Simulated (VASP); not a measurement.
Here is a VASP 6.6.1 calculation.

File INCAR:

```
  PREC = Accurate
  ENCUT = 500
  EDIFF = 1E-8
  ISMEAR = 0
  SIGMA = 0.01
  LREAL = F
  LASPH = T
  NELM = 120
  ALGO = Normal
  ISIF = 2
  LWAVE = F
  LCHARG = T
  GGA = PS
  NBANDS = 19
  IBRION = 8
  NSW = 1
  GGA_COMPAT = F
```

File KPOINTS:

```
regular mesh
0
Gamma
  6 6 6
```

File POSCAR:

```
K2S
1.0
    3.4127057428      3.4127057428      0.0000000000
   -3.4127057428      3.4127057428      0.0000000000
    0.0000000000      3.4127057428      3.4127057428
K S
2 1
Direct
    0.2500000000      0.7500000000      0.5000000000
    0.7500000000      0.2500000000      0.5000000000
    0.0000000000      0.0000000000      0.0000000000
```

Potentials or basis: VASP PAW PBE potentials, release 64 (K_sv, S).

The run is started by

```console
$ cat potpaw_PBE.64/K_sv/POTCAR potpaw_PBE.64/S/POTCAR > POTCAR
$ mpirun -np 1 vasp_std > vasp.out
```

**Question.** Predict the highest phonon frequency at Γ, LO-TO splitting left out.

**Answer.** 246 cm⁻¹.

Phonon frequencies in cm⁻¹ (negative: imaginary):
```
              q point                    frequencies
(0.000, 0.000, 0.000)  0 0 0 168 168 168 246 246 246
```

Caveat: the cell stands under pressure or tension, which shifts response properties.
